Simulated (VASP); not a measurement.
Pt, 1 atom in the cell. The structure is cubic, space group Im-3m (No. 229). Conventional cell: a = 3.168 Å, b = 3.168 Å, c = 3.168 Å, α = 90.00°, β = 90.00°, γ = 90.00°. Within 3.6 Å of Pt (site symmetry m-3m) lie 14 Pt at 2.74 to 3.17 Å. 

```yaml
Program: VASP 6.6.1
Task: relaxation of cell and atoms
Functional: r2SCAN
Potentials_or_basis: VASP PAW PBE potentials, release 64 (Pt)
Cutoff: 600 eV
k_mesh: 15 × 15 × 15
Occupations: fermi-dirac, width 0.1 eV
Spin: no spin polarisation
Target_pressure: 2 GPa
Dipole_correction: no
Further_INCAR_settings: ALGO = Normal; EDIFF = 1e-06; IBRION = 2; EDIFFG = -0.005; NSW = 80; ISIF = 3
```

Potentials or basis: VASP PAW PBE potentials, release 64 (Pt).

Launch:

```sh
$ cat potpaw_PBE.64/Pt/POTCAR > POTCAR
$ cp INCAR.step1 INCAR
$ mpirun -np 1 vasp_std > vasp.out
$ cp INCAR.step2 INCAR
$ mpirun -np 1 vasp_std > vasp.out
```

Hardware: 1 thread of Intel(R) Xeon(R) 6975P-C (Granite Rapids), on a shared host.

**Question.** How long does it take, and how much memory?

**Answer.** It took 110 s on 1 thread of Intel(R) Xeon(R) 6975P-C (Granite Rapids), with other jobs on the host, peak memory 0.18 GiB. Counts: k points 120, ion steps 6.
